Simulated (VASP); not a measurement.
# Pd (Fm-3m) in VASP: a series of runs

The runs below take Pd through single point, relaxation of cell and atoms, with r2SCAN.

Program: VASP 6.6.1. These are calculated values, not measurements. Logs are shortened: lines on timing, memory, paths and dates and some standing lists are left out, and cuts for length are marked.

## 1. The cell of the first run

Symmetry: Fm-3m, No. 225, cubic system. The conventional cell has a = 3.906 Å, b = 3.906 Å, c = 3.906 Å, α = 90.00°, β = 90.00°, γ = 90.00°. Within 3.6 Å of Pd (site symmetry m-3m) lie 12 Pd at 2.76 Å.

## 2. Single point, r2SCAN

Contents of POSCAR:

```
Pd
1.0
    3.9062863890      0.0000000000      0.0000000000
    0.0000000000      3.9062863890      0.0000000000
    0.0000000000      0.0000000000      3.9062863890
Pd
4
Direct
    0.0000000000      0.0000000000      0.0000000000
    0.0000000000      0.5000000000      0.5000000000
    0.5000000000      0.0000000000      0.5000000000
    0.5000000000      0.5000000000      0.0000000000
```

Contents of INCAR.step1:

```
ALGO     = Normal         # electronic algorithm
EDIFF    = 1E-4           # SCF threshold, eV
ENCUT    = 520            # plane-wave cutoff, eV
GGA      = PE             # functional
ISMEAR   = 1              # smearing method
LASPH    = T              # aspherical terms in the spheres
LCHARG   = F              # write CHGCAR
LREAL    = F              # projectors in reciprocal space
LWAVE    = T              # write WAVECAR
NBANDS   = 28             # bands
NELM     = 60             # most SCF steps
PREC     = Accurate       # precision mode
SIGMA    = 0.1            # smearing width, eV
```

Contents of INCAR.step2:

```
ALGO     = Normal         # electronic algorithm
EDIFF    = 1E-6           # SCF threshold, eV
ENCUT    = 520            # plane-wave cutoff, eV
ISIF     = 2              # what is computed and relaxed
ISMEAR   = 1              # smearing method
ISTART   = 1            
LASPH    = T              # aspherical terms in the spheres
LCHARG   = F              # write CHGCAR
LMIXTAU  = T            
LREAL    = F              # projectors in reciprocal space
LWAVE    = F              # write WAVECAR
METAGGA  = R2SCAN         # meta-GGA
NBANDS   = 28             # bands
NELM     = 60             # most SCF steps
PREC     = Accurate       # precision mode
SIGMA    = 0.1            # smearing width, eV
```

Contents of KPOINTS:

```
k-points
0
Gamma
  5 5 5
```

Potentials or basis: VASP PAW PBE potentials, release 64 (Pd).

Launch:

```console
cat potpaw_PBE.64/Pd/POTCAR > POTCAR
cp INCAR.step1 INCAR
mpirun -np 1 vasp_std > vasp.out
cp INCAR.step2 INCAR
mpirun -np 1 vasp_std > vasp.out
```

OUTCAR:

```text
EDIFF = 1E-6
   ENCUT = 520
   ISIF = 2
   ISMEAR = 1
   ISTART = 1
   LASPH = T
   LREAL = F
   METAGGA = R2SCAN
   NELM = 60
   PREC = Accurate

 ion  position               nearest neighbor table
   1  0.000  0.000  0.000-   2 2.76   3 2.76   4 2.76   2 2.76   3 2.76   2 2.76   4 2.76   2 2.76
                             3 2.76   4 2.76   3 2.76   4 2.76
   2  0.000  0.500  0.500-   1 2.76   3 2.76   4 2.76   1 2.76   4 2.76   1 2.76   3 2.76   1 2.76
                             3 2.76   4 2.76   4 2.76   3 2.76
   3  0.500  0.000  0.500-   1 2.76   2 2.76   4 2.76   1 2.76   4 2.76   2 2.76   4 2.76   4 2.76
                             1 2.76   2 2.76   1 2.76   2 2.76
   4  0.500  0.500  0.000-   1 2.76   2 2.76   3 2.76   2 2.76   3 2.76   1 2.76   3 2.76   3 2.76
                             1 2.76   2 2.76   2 2.76   1 2.76

  LATTYP: Found a simple cubic cell.
 ALAT       =     3.9062863890

  Lattice vectors:

 A1 = (   3.9062863890,   0.0000000000,   0.0000000000)
 A2 = (   0.0000000000,   3.9062863890,   0.0000000000)
 A3 = (   0.0000000000,   0.0000000000,   3.9062863890)

Analysis of symmetry for initial positions (statically):
=====================================================================
 Subroutine PRICEL returns following result:

  LATTYP: Found a face centered cubic cell.
 ALAT       =     3.9062863890

  Lattice vectors:

 A1 = (   1.9531431945,  -1.9531431945,   0.0000000000)
 A2 = (   1.9531431945,   0.0000000000,   1.9531431945)
 A3 = (   0.0000000000,  -1.9531431945,   1.9531431945)

   4 primitive cells build up your supercell.

 Routine SETGRP: Setting up the symmetry group for a
 simple cubic supercell.

 Subroutine GETGRP returns: Found 48 space group operations
 (whereof 48 operations were pure point group operations)
 out of a pool of 48 trial point group operations.

The static configuration has the point symmetry O_h .

Analysis of symmetry for dynamics (positions and initial velocities):
=====================================================================
 Subroutine PRICEL returns following result:

  LATTYP: Found a face centered cubic cell.
 ALAT       =     3.9062863890

  Lattice vectors:

 A1 = (   1.9531431945,  -1.9531431945,   0.0000000000)
 A2 = (   1.9531431945,   0.0000000000,   1.9531431945)
 A3 = (   0.0000000000,  -1.9531431945,   1.9531431945)

   4 primitive cells build up your supercell.

 Routine SETGRP: Setting up the symmetry group for a
 simple cubic supercell.

 Subroutine GETGRP returns: Found 48 space group operations
 (whereof 48 operations were pure point group operations)
 out of a pool of 48 trial point group operations.

The dynamic configuration has the point symmetry O_h .

 Subroutine INISYM returns: Found 48 space group operations
 (whereof 48 operations are pure point group operations),
 and found     4 'primitive' translations

----------------------------------------------------------------------------------------

                                     Primitive cell

  volume of cell :      14.9016

  direct lattice vectors                    reciprocal lattice vectors
     1.953143194 -1.953143194  0.000000000     0.255997615 -0.255997615 -0.255997615
     1.953143194  0.000000000  1.953143194     0.255997615  0.255997615  0.255997615
     0.000000000 -1.953143194  1.953143195    -0.255997615 -0.255997615  0.255997615

  length of vectors
     2.762161595  2.762161595  2.762161595     0.443400876  0.443400876  0.443400876

  position of ions in fractional coordinates (direct lattice)
     0.000000000  0.000000000  0.000000000

  ion indices of the primitive-cell ions
   primitive index   ion index
                 1           1

----------------------------------------------------------------------------------------

 KPOINTS: k-points

Automatic generation of k-mesh.
 Grid dimensions read from file:
 generate k-points for:    5    5    5

 Generating k-lattice:

  Cartesian coordinates                     Fractional coordinates (reciprocal lattice)
     0.051199523  0.000000000  0.000000000     0.200000000  0.000000000  0.000000000
     0.000000000  0.051199523  0.000000000     0.000000000  0.200000000  0.000000000
     0.000000000  0.000000000  0.051199523     0.000000000  0.000000000  0.200000000

  Length of vectors
     0.051199523  0.051199523  0.051199523

  Shift w.r.t. Gamma in fractional coordinates (k-lattice)
     0.000000000  0.000000000  0.000000000

 Subroutine IBZKPT returns following result:
 ===========================================

 Found     10 irreducible k-points:

 Following reciprocal coordinates:
            Coordinates               Weight
  0.000000  0.000000  0.000000      1.000000
  0.200000  0.000000  0.000000      6.000000
  0.400000  0.000000  0.000000      6.000000
  0.200000  0.200000  0.000000     12.000000
  0.400000  0.200000  0.000000     24.000000
  0.400000  0.400000  0.000000     12.000000
  0.200000  0.200000  0.200000      8.000000
  0.400000  0.200000  0.200000     24.000000
  0.400000  0.400000  0.200000     24.000000
  0.400000  0.400000  0.400000      8.000000
   k-points           NKPTS =     10   k-points in BZ     NKDIM =     10   number of bands    NBANDS=     28
   number of dos      NEDOS =    301   number of ions     NIONS =      4
   total plane-waves  NPLWV =  27000
   dimension x,y,z NGX =    30 NGY =   30 NGZ =   30
   dimension x,y,z NGXF=    60 NGYF=   60 NGZF=   60
   ions per type =               4
   NGX,Y,Z   is equivalent  to a cutoff of  12.77, 12.77, 12.77 a.u.
   NGXF,Y,Z  is equivalent  to a cutoff of  25.54, 25.54, 25.54 a.u.
 SYSTEM =  unknown system
   PREC   = accura    normal or accurate (medium, high low for compatibility)
   ISTART =      1    job   : 0-new  1-cont  2-samecut
   ICHARG =      0    charge: 1-file 2-atom 10-const
   ISPIN  =      1    spin polarized calculation?
   LNONCOLLINEAR =      F non collinear calculations
   LSORBIT =      F    spin-orbit coupling
   LASPH  =      T    aspherical Exc in radial PAW
   ENCUT  =  520.0 eV  38.22 Ry    6.18 a.u.   7.26  7.26  7.26*2*pi/ulx,y,z
   NELM   =     60;   NELMIN=  2; NELMDL=  0     # of ELM steps
   EDIFF  = 0.1E-05   stopping-criterion for ELM
   LREAL  =      F    real-space projection
   EDIFFG = 0.1E-04   stopping-criterion for IOM
   NSW    =      0    number of steps for IOM
   IBRION =     -1    ionic relax: 0-MD 1-quasi-New 2-CG
   NFREE  =      0    steps in history (QN), initial steepest desc. (CG)
   ISIF   =      2    stress and relaxation
   ISYM   =      2    0-nonsym 1-usesym 2-fastsym
   POTIM  = 0.5000    time-step for ionic-motion
   TEBEG  =    0.0;   TEEND  =   0.0 temperature during run
   PSTRESS=    0.0 pullay stress
   NELECT =      40.0000    total number of electrons
   NUPDOWN=      -1.0000    fix difference up-down
   EMIN   =  10.00;   EMAX   =-10.00  energy-range for DOS
   EFERMI =   0.00;   METHOD = LEGACY
   ISMEAR =     1;   SIGMA  =   0.10  broadening in eV -4-tet -1-fermi 0-gaus
   EFERMI_NEDOS =   21; number of points for ismear=-14 and -15
   IALGO  =     38    algorithm
   IMIX   =      4    mixing-type and parameters
     AMIX     =   0.40;   BMIX     =  1.00
     AMIX_MAG =   1.60;   BMIX_MAG =  1.00
  volume/ion in A,a.u.               =      14.90       100.56
  Fermi-wavevector in a.u.,A,eV,Ry     =   1.433279  2.708505 27.950296  2.054289
  Thomas-Fermi vector in A             =   2.552815
   LORBIT       =      0    0 simple, 1 ext, 2 COOP (PROOUT), +10 PAW based schemes
   METAGGA = R2SCAN    functional components
   LHFCALC =     F    Hartree Fock is set to
   AEXX    =    0.0000 exact exchange contribution
   IVDW    =     0    specifies the selected vdW correction
   LEPSILON=     F    determine dielectric tensor
   LRPA    =     F    only Hartree local field effects (RPA)
 non-spin polarized calculation
 Methfessel and Paxton  Order N= 1 SIGMA  =   0.10
  energy-cutoff  :      520.00
  volume of cell :       59.61
 maximum number of plane-waves:      1611
 NGX is ok and might be reduce to    30
   NGX = 15   NGY = 15   NGZ = 15

 number of electron      40.0000037 magnetization

 Free energy of the ion-electron system (eV)
  ---------------------------------------------------
  ext. energy  EPLUGINS =         0.00000000
  ---------------------------------------------------
  free energy    TOTEN  =       -91.79797772 eV

  energy without entropy =      -91.79338841  energy(sigma->0) =      -91.79644795

 E-fermi :   9.3658     XC(G=0): -14.0651

 val. band max:        9.3276295003   @ k =   0.0000   0.0000   0.0000
 cond. band min:       9.4032064612   @ k =   0.4000   0.4000   0.4000
 fundamental gap:      0.0755769609
 Fermi energy:         9.3657998869

 k-point     1 :       0.0000    0.0000    0.0000
  band No.  band energies     occupation
      1       2.3225      2.00000
      2       3.9746      2.00000
      3       3.9746      2.00000
      4       3.9746      2.00000
      5       4.2462      2.00000
      6       4.2462      2.00000
[... 20 lines left out ...]
     27      20.6290      0.00000
     28      23.3072      0.00000

 k-point     2 :       0.2000    0.0000    0.0000
  band No.  band energies     occupation
      1       2.8118      2.00000
      2       4.2029      2.00000
      3       4.2781      2.00000
      4       4.2781      2.00000
      5       4.4342      2.00000
      6       4.5354      2.00000
[... 20 lines left out ...]
     27      22.3713      0.00000
     28      22.3713      0.00000

 k-point     3 :       0.4000    0.0000    0.0000
  band No.  band energies     occupation
      1       4.0259      2.00000
      2       4.6085      2.00000
      3       4.9141      2.00000
      4       4.9141      2.00000
      5       4.9533      2.00000
      6       5.3899      2.00000
[... 182 lines left out ...]
      3       4.8107      2.00000
      4       4.9015      2.00000
      5       5.9501      2.00000
      6       6.1068      2.00000
[... 20 lines left out ...]
     27      19.4167      0.00000
     28      21.5799      0.00000

 k-point    10 :       0.4000    0.4000    0.4000
  band No.  band energies     occupation
      1       4.1562      2.00000
      2       4.3275      2.00000
      3       4.3275      2.00000
      4       4.3275      2.00000
      5       6.3027      2.00000
      6       6.3027      2.00000
[... 20 lines left out ...]
     27      17.3357      0.00000
     28      19.0108      0.00000

------------------------ aborting loop because EDIFF is reached ----------------------------------------

  FORCE on cell =-STRESS in cart. coord.  units (eV):
  Direction    XX          YY          ZZ          XY          YZ          ZX
  --------------------------------------------------------------------------------------
  -------------------------------------------------------------------------------------
  Total        0.1620712      0.1620712      0.1620712      0.0000000      0.0000000     -0.0000000
  in kB        4.3563649      4.3563649      4.3563649      0.0000000      0.0000000     -0.0000000
  external PRESSURE =       4.3563649 kB  Pullay stress =       0.0000000 kB

 VOLUME and BASIS-vectors are now :
 -----------------------------------------------------------------------------
  energy-cutoff  :      520.00
  volume of cell :       59.61
      direct lattice vectors                 reciprocal lattice vectors
     3.906286389  0.000000000  0.000000000     0.255997615  0.000000000  0.000000000
     0.000000000  3.906286389  0.000000000     0.000000000  0.255997615  0.000000000
     0.000000000  0.000000000  3.906286389     0.000000000  0.000000000  0.255997615

 POSITION                                       TOTAL-FORCE (eV/Angst)
 -----------------------------------------------------------------------------------
      0.00000      0.00000      0.00000        -0.000000      0.000000      0.000000
      0.00000      1.95314      1.95314        -0.000000     -0.000000      0.000000
      1.95314      0.00000      1.95314         0.000000      0.000000      0.000000
      1.95314      1.95314      0.00000         0.000000      0.000000     -0.000000
 -----------------------------------------------------------------------------------
    total drift:                                0.000000      0.000000     -0.000000

  FREE ENERGIE OF THE ION-ELECTRON SYSTEM (eV)
  ---------------------------------------------------
  free  energy   TOTEN  =       -91.7979777215 eV

  energy  without entropy=      -91.7933884113  energy(sigma->0) =      -91.79644795
```

Run time: 40 s. Hardware: 1 thread of Intel Xeon Platinum 8559C (Emerald Rapids), shared host; peak memory 0.16 GiB.

What came out:

```
Free energy            : -91.7980 eV
Pressure               : 0.4 GPa
Band gap on the k mesh : zero (band 20 reaches 9.73 eV, above the bottom of band 21 at 9.29 eV)
```

Levels at points of the mesh, in eV from the Fermi level:
```csv
k point,band 17,band 18,band 19,band 20,band 21,band 22,band 23,band 24
"(0.00, 0.00, 0.00)",0.36,0.36,0.36,0.36,0.36,3.73,3.73,3.73
```

Caveat: the PAW data sets were made with another functional, which shifts forces and pressure a little.

## 3. Relaxation of cell and atoms, r2SCAN

This run uses another cell than the first one, of 14.72 Å³/atom, 0.988 times its volume.

Contents of POSCAR:

```
Pd
1.0
    3.8900000000      0.0000000000      0.0000000000
    0.0000000000      3.8900000000      0.0000000000
    0.0000000000      0.0000000000      3.8900000000
Pd
4
Direct
    0.0000000000      0.0000000000      0.0000000000
    0.0000000000      0.5000000000      0.5000000000
    0.5000000000      0.0000000000      0.5000000000
    0.5000000000      0.5000000000      0.0000000000
```

Contents of INCAR.step1:

```
SYSTEM = Pd
PREC = Accurate
ENCUT = 600
ISMEAR = 1
SIGMA = 0.1
LREAL = .FALSE.
LASPH = .TRUE.
NELM = 80
GGA = PE
ALGO = Normal
EDIFF = 1E-4
LWAVE = .TRUE.
LCHARG = .FALSE.
```

Contents of INCAR.step2:

```
SYSTEM = Pd
PREC = Accurate
ENCUT = 600
EDIFF = 1E-6
ISMEAR = 1
SIGMA = 0.1
LREAL = .FALSE.
LASPH = .TRUE.
NELM = 80
ALGO = Normal
ISIF = 3
LWAVE = .FALSE.
LCHARG = .FALSE.
METAGGA = R2SCAN
LMIXTAU = .TRUE.
IBRION = 2
NSW = 60
EDIFFG = -0.01
ISTART = 1
```

Contents of KPOINTS:

```
Automatic mesh
0
G
  5 5 5
  0 0 0
```

Potentials or basis: VASP PAW PBE potentials, release 64 (Pd).

Launch:

```console
cat potpaw_PBE.64/Pd/POTCAR > POTCAR
cp INCAR.step1 INCAR
mpirun -np 1 vasp_std > vasp.out
cp INCAR.step2 INCAR
mpirun -np 1 vasp_std > vasp.out
```

OUTCAR:

```text
SYSTEM = Pd
   PREC = Accurate
   ENCUT = 600
   EDIFF = 1E-6
   ISMEAR = 1
   LREAL = .FALSE.
   LASPH = .TRUE.
   NELM = 80
   ISIF = 3
   METAGGA = R2SCAN
   IBRION = 2
   NSW = 60
   EDIFFG = -0.01
   ISTART = 1

 ion  position               nearest neighbor table
   1  0.000  0.000  0.000-   2 2.75   3 2.75   4 2.75   2 2.75   3 2.75   2 2.75   4 2.75   2 2.75
                             3 2.75   4 2.75   3 2.75   4 2.75
   2  0.000  0.500  0.500-   1 2.75   3 2.75   4 2.75   1 2.75   4 2.75   1 2.75   3 2.75   1 2.75
                             3 2.75   4 2.75   4 2.75   3 2.75
   3  0.500  0.000  0.500-   1 2.75   2 2.75   4 2.75   1 2.75   4 2.75   2 2.75   4 2.75   4 2.75
                             1 2.75   2 2.75   1 2.75   2 2.75
   4  0.500  0.500  0.000-   1 2.75   2 2.75   3 2.75   2 2.75   3 2.75   1 2.75   3 2.75   3 2.75
                             1 2.75   2 2.75   2 2.75   1 2.75

[... 195 lines left out ...]
  -------------------------------------------------------------------------------------
  Total        1.0528960      1.0528960      1.0528960     -0.0000000     -0.0000000      0.0000000
  in kB       28.6580907     28.6580907     28.6580907     -0.0000000     -0.0000000      0.0000000
  external PRESSURE =      28.6580907 kB  Pullay stress =       0.0000000 kB
[... 139 lines left out ...]
--------------------------------------- Ionic step        5  -------------------------------------------

 number of electron      40.0000013 magnetization

 Free energy of the ion-electron system (eV)
  ---------------------------------------------------
  ext. energy  EPLUGINS =         0.00000000
  ---------------------------------------------------
  free energy    TOTEN  =       -91.79540202 eV

  energy without entropy =      -91.79059559  energy(sigma->0) =      -91.79379987

 E-fermi :   9.3255     XC(G=0): -14.0453

 val. band max:        9.2866416923   @ k =   0.0000   0.0000   0.0000
 cond. band min:       9.3621923815   @ k =   0.4000   0.4000   0.4000
 fundamental gap:      0.0755506892
 Fermi energy:         9.3254549079

 k-point     1 :       0.0000    0.0000    0.0000
  band No.  band energies     occupation
      1       2.3022      2.00000
      2       3.9557      2.00000
      3       3.9557      2.00000
      4       3.9557      2.00000
      5       4.2259      2.00000
      6       4.2259      2.00000
[... 290 lines left out ...]
  FREE ENERGIE OF THE ION-ELECTRON SYSTEM (eV)
  ---------------------------------------------------
  free  energy   TOTEN  =       -91.7954020162 eV

  energy  without entropy=      -91.7905955902  energy(sigma->0) =      -91.79379987

 reached required accuracy - stopping structural energy minimisation
```

OUTCAR.step1:

```text
SYSTEM = Pd
   PREC = Accurate
   ENCUT = 600
   ISMEAR = 1
   LREAL = .FALSE.
   LASPH = .TRUE.
   NELM = 80
[... 499 lines left out ...]
      0.00000      1.94500      1.94500         0.000000     -0.000000     -0.000000
      1.94500      0.00000      1.94500        -0.000000      0.000000      0.000000
      1.94500      1.94500      0.00000        -0.000000      0.000000     -0.000000
 -----------------------------------------------------------------------------------
    total drift:                                0.000000     -0.000000     -0.000000

  FREE ENERGIE OF THE ION-ELECTRON SYSTEM (eV)
  ---------------------------------------------------
  free  energy   TOTEN  =       -20.8464660031 eV

  energy  without entropy=      -20.8437400683  energy(sigma->0) =      -20.84555736
```

Run time: 2.3 min. Hardware: 1 thread of Intel Xeon Platinum 8559C (Emerald Rapids), shared host; peak memory 0.19 GiB.

Results:

```yaml
Free_energy: -91.7954 eV
Relaxed_volume: 14.94 Å³/atom
Relaxed_cell: a = 3.910 Å, b = 3.910 Å, c = 3.910 Å, α = 90.00°, β = 90.00°, γ = 90.00°
Space_group_after_relaxing_to_0.05_Å: Fm-3m (No. 225)
Energy_gained_by_relaxing: 1.9 meV/atom
Ionic_steps: 5
Pressure_after_relaxing: 0.0 GPa
Band_gap_on_the_k_mesh: zero (band 20 reaches 9.68 eV, above the bottom of band 21 at 9.25 eV)
```

Step by step:
```csv
step,energy change (eV),largest force (eV/Å),pressure (GPa),volume (Å³)
1,0.0000,0.0000,2.87,58.86
2,0.0098,0.0000,-3.83,61.13
3,-0.0076,0.0000,0.11,59.74
4,-0.0075,0.0000,-0.14,59.78
5,-0.0076,0.0000,-0.01,59.76
```

Final structure:
```yaml
crystal:
  lattice:
    - [3.90955, 0.00000, 0.00000]
    - [0.00000, 3.90955, 0.00000]
    - [0.00000, 0.00000, 3.90955]
  atoms:
    - { symbol: Pd, position: [0.00000, 0.00000, 0.00000] }
    - { symbol: Pd, position: [0.00000, 0.50000, 0.50000] }
    - { symbol: Pd, position: [0.50000, 0.00000, 0.50000] }
    - { symbol: Pd, position: [0.50000, 0.50000, 0.00000] }
```

Levels at points of the mesh, in eV from the Fermi level:
```csv
k point,band 18,band 19,band 20,band 21,band 22,band 23
"(0.00, 0.00, 0.00)",0.36,0.36,0.36,0.36,3.73,3.73
```

Caveat: the PAW data sets were made with another functional, which shifts forces and pressure a little.
